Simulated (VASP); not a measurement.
# CuI (P6_3/mmc) in VASP: settings compared

The runs below take CuI through single point, with PBE, r2SCAN.

Everything below comes from runs of VASP 6.6.1. Logs are shortened: lines on timing, memory, paths and dates and some standing lists are left out, and cuts for length are marked.

### 1 The cell of the first run

It takes space group P6_3/mmc (No. 194, hexagonal). Conventional cell: a = 4.376 Å, b = 4.376 Å, c = 6.864 Å, α = 90.00°, β = 90.00°, γ = 120.00°. Cu (site symmetry -6m2) has 5 I at 2.53 to 3.43 Å within 3.5 Å. Within 3.5 Å of I (site symmetry -6m2) lie 5 Cu at 2.53 to 3.43 Å.

### 2 Single point, PBE (uniaxial z strain -5.4%)

INCAR reads:

```
PREC     = Accurate       # precision mode
ENCUT    = 600            # plane-wave cutoff, eV
EDIFF    = 1E-6           # SCF threshold, eV
ISMEAR   = -1             # smearing method
SIGMA    = 0.02           # smearing width, eV
LREAL    = False          # projectors in reciprocal space
LASPH    = True           # aspherical terms in the spheres
NELM     = 120            # most SCF steps
ALGO     = Normal         # electronic algorithm
ISIF     = 2              # what is computed and relaxed
LWAVE    = False          # write WAVECAR
LCHARG   = False          # write CHGCAR
GGA      = PE             # functional
NBANDS   = 26             # bands
GGA_COMPAT= False
```

KPOINTS reads:

```
Automatic mesh
0
Gamma
  6 6 4
```

POSCAR reads:

```
CuI
1.0
    4.3755380775      0.0000000000      0.0000000000
   -2.1877690387      3.7893271303      0.0000000000
    0.0000000000      0.0000000000      6.8635350572
Cu I
2 2
Direct
    0.3333333333      0.6666666667      0.2500000000
    0.6666666667      0.3333333333      0.7500000000
    0.6666666667      0.3333333333      0.2500000000
    0.3333333333      0.6666666667      0.7500000000
```

Potentials or basis: VASP PAW PBE potentials, release 64 (Cu, I).

Command:

```bash
cat potpaw_PBE.64/Cu/POTCAR potpaw_PBE.64/I/POTCAR > POTCAR
mpirun -np 1 vasp_std > vasp.out
```

OUTCAR:

```text
PREC = Accurate
   ENCUT = 600
   EDIFF = 1E-6
   ISMEAR = -1
   LREAL = False
   LASPH = True
   NELM = 120
   ISIF = 2
   GGA = PE

 ion  position               nearest neighbor table
   1  0.333  0.667  0.250-   3 2.53   3 2.53   3 2.53
   2  0.667  0.333  0.750-   4 2.53   4 2.53   4 2.53
   3  0.667  0.333  0.250-   1 2.53   1 2.53   1 2.53
   4  0.333  0.667  0.750-   2 2.53   2 2.53   2 2.53

  LATTYP: Found a hexagonal cell.
 ALAT       =     4.3755380775
 C/A-ratio  =     1.5686150904

  Lattice vectors:

 A1 = (   4.3755380775,   0.0000000000,   0.0000000000)
 A2 = (  -2.1877690387,   3.7893271303,   0.0000000000)
 A3 = (   0.0000000000,   0.0000000000,   6.8635350572)

Analysis of symmetry for initial positions (statically):
=====================================================================
 Subroutine PRICEL returns:
 Original cell was already a primitive cell.

 Routine SETGRP: Setting up the symmetry group for a
 hexagonal supercell.

 Subroutine GETGRP returns: Found 24 space group operations
 (whereof 12 operations were pure point group operations)
 out of a pool of 24 trial point group operations.

The static configuration has the point symmetry D_3d.
 The point group associated with its full space group is D_6h.

Analysis of symmetry for dynamics (positions and initial velocities):
=====================================================================
 Subroutine PRICEL returns:
 Original cell was already a primitive cell.

 Routine SETGRP: Setting up the symmetry group for a
 hexagonal supercell.

 Subroutine GETGRP returns: Found 24 space group operations
 (whereof 12 operations were pure point group operations)
 out of a pool of 24 trial point group operations.

The dynamic configuration has the point symmetry D_3d.
 The point group associated with its full space group is D_6h.

 Subroutine INISYM returns: Found 24 space group operations
 (whereof 12 operations are pure point group operations),
 and found     1 'primitive' translations

----------------------------------------------------------------------------------------

                                     Primitive cell

  volume of cell :     113.7998

  direct lattice vectors                    reciprocal lattice vectors
     4.375538077  0.000000000  0.000000000     0.228543320  0.131949547  0.000000000
    -2.187769039  3.789327130  0.000000000     0.000000000  0.263899095  0.000000000
     0.000000000  0.000000000  6.863535057     0.000000000  0.000000000  0.145697515

  length of vectors
     4.375538077  4.375538077  6.863535057     0.263899095  0.263899095  0.145697515

  position of ions in fractional coordinates (direct lattice)
     0.333333333  0.666666667  0.250000000
     0.666666667  0.333333333  0.750000000
     0.666666667  0.333333333  0.250000000
     0.333333333  0.666666667  0.750000000

  ion indices of the primitive-cell ions
   primitive index   ion index
                 1           1
                 2           2
                 3           3
                 4           4

----------------------------------------------------------------------------------------

 KPOINTS: Automatic mesh

Automatic generation of k-mesh.
 Grid dimensions read from file:
 generate k-points for:    6    6    4

 Generating k-lattice:

  Cartesian coordinates                     Fractional coordinates (reciprocal lattice)
     0.038090553  0.021991591  0.000000000     0.166666667  0.000000000  0.000000000
     0.000000000  0.043983182  0.000000000     0.000000000  0.166666667  0.000000000
     0.000000000  0.000000000  0.036424379     0.000000000  0.000000000  0.250000000

  Length of vectors
     0.043983182  0.043983182  0.036424379

  Shift w.r.t. Gamma in fractional coordinates (k-lattice)
     0.000000000  0.000000000  0.000000000

 Subroutine IBZKPT returns following result:
 ===========================================

 Found     21 irreducible k-points:

 Following reciprocal coordinates:
            Coordinates               Weight
  0.000000  0.000000  0.000000      1.000000
  0.166667 -0.000000  0.000000      6.000000
  0.333333 -0.000000  0.000000      6.000000
  0.500000  0.000000  0.000000      3.000000
  0.166667  0.166667  0.000000      6.000000
  0.333333  0.166667  0.000000     12.000000
[... 13 lines left out ...]
  0.333333  0.166667  0.500000     12.000000
  0.333333  0.333333  0.500000      2.000000
   k-points           NKPTS =     21   k-points in BZ     NKDIM =     21   number of bands    NBANDS=     26
   number of dos      NEDOS =    301   number of ions     NIONS =      4
   total plane-waves  NPLWV =  72576
   dimension x,y,z NGX =    36 NGY =   36 NGZ =   56
   dimension x,y,z NGXF=    72 NGYF=   72 NGZF=  112
   ions per type =               2   2
   NGX,Y,Z   is equivalent  to a cutoff of  13.68, 13.68, 13.56 a.u.
   NGXF,Y,Z  is equivalent  to a cutoff of  27.36, 27.36, 27.13 a.u.
 SYSTEM =  unknown system
   PREC   = accura    normal or accurate (medium, high low for compatibility)
   ISTART =      0    job   : 0-new  1-cont  2-samecut
   ICHARG =      2    charge: 1-file 2-atom 10-const
   ISPIN  =      1    spin polarized calculation?
   LNONCOLLINEAR =      F non collinear calculations
   LSORBIT =      F    spin-orbit coupling
   LASPH  =      T    aspherical Exc in radial PAW
   ENCUT  =  600.0 eV  44.10 Ry    6.64 a.u.   8.74  8.74 13.71*2*pi/ulx,y,z
   NELM   =    120;   NELMIN=  2; NELMDL= -5     # of ELM steps
   EDIFF  = 0.1E-05   stopping-criterion for ELM
   LREAL  =      F    real-space projection
   EDIFFG = 0.1E-04   stopping-criterion for IOM
   NSW    =      0    number of steps for IOM
   IBRION =     -1    ionic relax: 0-MD 1-quasi-New 2-CG
   NFREE  =      0    steps in history (QN), initial steepest desc. (CG)
   ISIF   =      2    stress and relaxation
   ISYM   =      2    0-nonsym 1-usesym 2-fastsym
   POTIM  = 0.5000    time-step for ionic-motion
   TEBEG  =    0.0;   TEEND  =   0.0 temperature during run
   PSTRESS=    0.0 pullay stress
   NELECT =      36.0000    total number of electrons
   NUPDOWN=      -1.0000    fix difference up-down
   EMIN   =  10.00;   EMAX   =-10.00  energy-range for DOS
   EFERMI =   0.00;   METHOD = LEGACY
   ISMEAR =    -1;   SIGMA  =   0.02  broadening in eV -4-tet -1-fermi 0-gaus
   EFERMI_NEDOS =   21; number of points for ismear=-14 and -15
   IALGO  =     38    algorithm
   IMIX   =      4    mixing-type and parameters
     AMIX     =   0.40;   BMIX     =  1.00
     AMIX_MAG =   1.60;   BMIX_MAG =  1.00
  volume/ion in A,a.u.               =      28.45       191.99
  Fermi-wavevector in a.u.,A,eV,Ry     =   1.115480  2.107952 16.929675  1.244296
  Thomas-Fermi vector in A             =   2.252085
   LORBIT       =      0    0 simple, 1 ext, 2 COOP (PROOUT), +10 PAW based schemes
   GGA     = PE    functional components
   LHFCALC =     F    Hartree Fock is set to
   AEXX    =    0.0000 exact exchange contribution
   IVDW    =     0    specifies the selected vdW correction
   LEPSILON=     F    determine dielectric tensor
   LRPA    =     F    only Hartree local field effects (RPA)
 non-spin polarized calculation
  energy-cutoff  :      600.00
  volume of cell :      113.80
 maximum number of plane-waves:      3819
 NGX is ok and might be reduce to    36
   NGX = 17   NGY = 17   NGZ = 27

 number of electron      35.9999992 magnetization

 Free energy of the ion-electron system (eV)
  ---------------------------------------------------
  ext. energy  EPLUGINS =         0.00000000
  ---------------------------------------------------
  free energy    TOTEN  =       -10.75471973 eV

  energy without entropy =      -10.75471973  energy(sigma->0) =      -10.75471973

 E-fermi :   4.5793     XC(G=0):  -8.8170

 val. band max:        4.1672820754   @ k =   0.0000   0.0000   0.0000
 cond. band min:       5.2731073927   @ k =   0.0000   0.0000   0.0000
 fundamental gap:      1.1058253173
 Fermi energy:         4.5792750534

 k-point     1 :       0.0000    0.0000    0.0000
  band No.  band energies     occupation
      1      -9.7166      2.00000
      2      -9.2002      2.00000
      3      -0.4846      2.00000
      4       0.0100      2.00000
      5       0.0100      2.00000
      6       0.2028      2.00000
[... 18 lines left out ...]
     25      11.1398      0.00000
     26      11.5180      0.00000

 k-point     2 :       0.1667   -0.0000    0.0000
  band No.  band energies     occupation
      1      -9.6069      2.00000
      2      -9.1386      2.00000
      3      -0.3624      2.00000
      4      -0.3327      2.00000
      5      -0.1216      2.00000
      6       0.0318      2.00000
[... 18 lines left out ...]
     25      10.6148      0.00000
     26      11.0523      0.00000

 k-point     3 :       0.3333   -0.0000    0.0000
  band No.  band energies     occupation
      1      -9.3515      2.00000
      2      -9.0290      2.00000
      3      -1.0914      2.00000
      4      -0.7449      2.00000
      5       0.0666      2.00000
      6       0.0997      2.00000
[... 18 lines left out ...]
     25      11.1877      0.00000
     26      11.6637      0.00000

 k-point     4 :       0.5000    0.0000    0.0000
  band No.  band energies     occupation
      1      -9.1832      2.00000
      2      -9.0019      2.00000
      3      -1.4387      2.00000
      4      -1.0501      2.00000
      5       0.1450      2.00000
      6       0.4151      2.00000
[... 18 lines left out ...]
     25      11.9005      0.00000
     26      11.9490      0.00000

 k-point     5 :       0.1667    0.1667    0.0000
  band No.  band energies     occupation
      1      -9.4223      2.00000
      2      -9.0530      2.00000
      3      -0.7794      2.00000
      4      -0.6365      2.00000
      5      -0.0546      2.00000
      6       0.0429      2.00000
[... 18 lines left out ...]
     25      11.4674      0.00000
     26      11.5527      0.00000

 k-point     6 :       0.3333    0.1667    0.0000
  band No.  band energies     occupation
      1      -9.1882      2.00000
      2      -8.9991      2.00000
      3      -1.2202      2.00000
      4      -0.9670      2.00000
      5      -0.1110      2.00000
      6       0.3806      2.00000
[... 340 lines left out ...]
 k-point    18 :       0.5000    0.0000    0.5000
  band No.  band energies     occupation
      1      -9.0897      2.00000
      2      -9.0897      2.00000
      3      -1.4386      2.00000
      4      -1.4386      2.00000
      5       0.3745      2.00000
      6       0.3745      2.00000
[... 18 lines left out ...]
     25      12.2914      0.00000
     26      12.2914      0.00000

 k-point    19 :       0.1667    0.1667    0.5000
  band No.  band energies     occupation
      1      -9.2424      2.00000
      2      -9.2424      2.00000
      3      -0.8690      2.00000
      4      -0.8690      2.00000
      5       0.1758      2.00000
      6       0.1758      2.00000
[... 18 lines left out ...]
     25      11.4060      0.00000
     26      11.4060      0.00000

 k-point    20 :       0.3333    0.1667    0.5000
  band No.  band energies     occupation
      1      -9.0911      2.00000
      2      -9.0911      2.00000
      3      -1.2888      2.00000
      4      -1.2888      2.00000
      5       0.1238      2.00000
      6       0.1238      2.00000
[... 18 lines left out ...]
     25      11.4905      0.00000
     26      11.4905      0.00000

 k-point    21 :       0.3333    0.3333    0.5000
  band No.  band energies     occupation
      1      -9.0393      2.00000
      2      -9.0393      2.00000
      3      -1.2567      2.00000
      4      -1.2567      2.00000
      5      -0.1583      2.00000
      6      -0.1583      2.00000
[... 18 lines left out ...]
     25      11.4364      0.00000
     26      11.4364      0.00000

------------------------ aborting loop because EDIFF is reached ----------------------------------------

  FORCE on cell =-STRESS in cart. coord.  units (eV):
  Direction    XX          YY          ZZ          XY          YZ          ZX
  --------------------------------------------------------------------------------------
  -------------------------------------------------------------------------------------
  Total        1.4168889      1.4168889      1.0903397      0.0000000     -0.0000000      0.0000000
  in kB       19.9482570     19.9482570     15.3507995      0.0000000     -0.0000000      0.0000000
  external PRESSURE =      18.4157711 kB  Pullay stress =       0.0000000 kB

 VOLUME and BASIS-vectors are now :
 -----------------------------------------------------------------------------
  energy-cutoff  :      600.00
  volume of cell :      113.80
      direct lattice vectors                 reciprocal lattice vectors
     4.375538077  0.000000000  0.000000000     0.228543320  0.131949547  0.000000000
    -2.187769039  3.789327130  0.000000000     0.000000000  0.263899095  0.000000000
     0.000000000  0.000000000  6.863535057     0.000000000  0.000000000  0.145697515

 POSITION                                       TOTAL-FORCE (eV/Angst)
 -----------------------------------------------------------------------------------
     -0.00000      2.52622      1.71588        -0.000000     -0.000000      0.000000
      2.18777      1.26311      5.14765        -0.000000      0.000000      0.000000
      2.18777      1.26311      1.71588         0.000000     -0.000000      0.000000
     -0.00000      2.52622      5.14765        -0.000000     -0.000000      0.000000
 -----------------------------------------------------------------------------------
    total drift:                               -0.000000     -0.000000      0.000000

  FREE ENERGIE OF THE ION-ELECTRON SYSTEM (eV)
  ---------------------------------------------------
  free  energy   TOTEN  =       -10.7547197320 eV

  energy  without entropy=      -10.7547197320  energy(sigma->0) =      -10.75471973
```

It took 2.3 min on 1 thread of Intel Xeon 8259CL, shared host; peak memory 0.29 GiB.

Results:

| Quantity | Value |
| --- | --- |
| Free energy | -10.7547 eV |
| Pressure | 1.8 GPa |
| Band gap on the k mesh | 1.11 eV |

Stress tensor (GPa, compression positive):
```
1.99 0.00 0.00
0.00 1.99 0.00
0.00 0.00 1.54
```

Caveat: the cell differs from its parent crystal (uniaxial z strain -5.4%); spin-orbit coupling is left out, which moves the levels of the heavy elements. A k mesh can miss the band edges.

### 3 Single point, r2SCAN (uniaxial z strain -5.4%)

POSCAR is that of step 2.

INCAR.step1 reads:

```
SYSTEM = CuI
PREC = Accurate ; ENCUT = 660
ISMEAR = 0 ; SIGMA = 0.01
LREAL = .FALSE. ; LASPH = .TRUE.
NELM = 120 ; NBANDS = 26
GGA = PE ; ALGO = Normal
EDIFF = 1E-5 ; LWAVE = .TRUE.
LCHARG = .FALSE. ; GGA_COMPAT = .FALSE.
```

INCAR.step2 reads:

```
SYSTEM = CuI
PREC = Accurate ; ENCUT = 660
EDIFF = 1E-6 ; ISMEAR = 0
SIGMA = 0.01 ; LREAL = .FALSE.
LASPH = .TRUE. ; NELM = 120
ALGO = Normal ; ISIF = 2
LWAVE = .FALSE. ; LCHARG = .FALSE.
METAGGA = R2SCAN ; LMIXTAU = .TRUE.
NBANDS = 26 ; ISTART = 1
GGA_COMPAT = .FALSE.
```

KPOINTS reads:

```
Automatic mesh
0
G
  6 6 4
  0 0 0
```

Potentials or basis: VASP PAW PBE potentials, release 64 (Cu, I).

Command:

```bash
cat potpaw_PBE.64/Cu/POTCAR potpaw_PBE.64/I/POTCAR > POTCAR
cp INCAR.step1 INCAR
mpirun -np 1 vasp_std > vasp.out
cp INCAR.step2 INCAR
mpirun -np 1 vasp_std > vasp.out
```

It took 11 min on 1 thread of Intel Xeon 8259CL, shared host; peak memory 0.37 GiB.

It converged, with:

```yaml
Free_energy: -71.2206 eV
Pressure: 0.7 GPa
Band_gap_on_the_k_mesh: 1.49 eV
```

Stress tensor (GPa, compression positive):
```
0.60 0.00 0.00
0.00 0.60 0.00
0.00 0.00 0.88
```

Levels at points of the mesh, in eV from the valence-band top:
| k point | band 16 | band 17 | band 18 | band 19 | band 20 | band 21 |
| --- | --- | --- | --- | --- | --- | --- |
| (0.00, 0.00, 0.00) | -0.33 | 0.00 | 0.00 | 1.49 | 1.74 | 5.03 |
| (0.50, 0.00, 0.00) | -1.37 | -1.35 | -1.03 | 2.42 | 3.53 | 4.30 |
| (0.00, 0.00, 0.50) | -0.17 | -0.17 | -0.17 | 2.21 | 2.21 | 5.29 |
| (0.50, 0.00, 0.50) | -1.46 | -0.79 | -0.79 | 3.09 | 3.09 | 3.75 |

Caveat: the cell differs from its parent crystal (uniaxial z strain -5.4%); the PAW data sets were made with another functional, which shifts forces and pressure a little; spin-orbit coupling is left out, which moves the levels of the heavy elements.
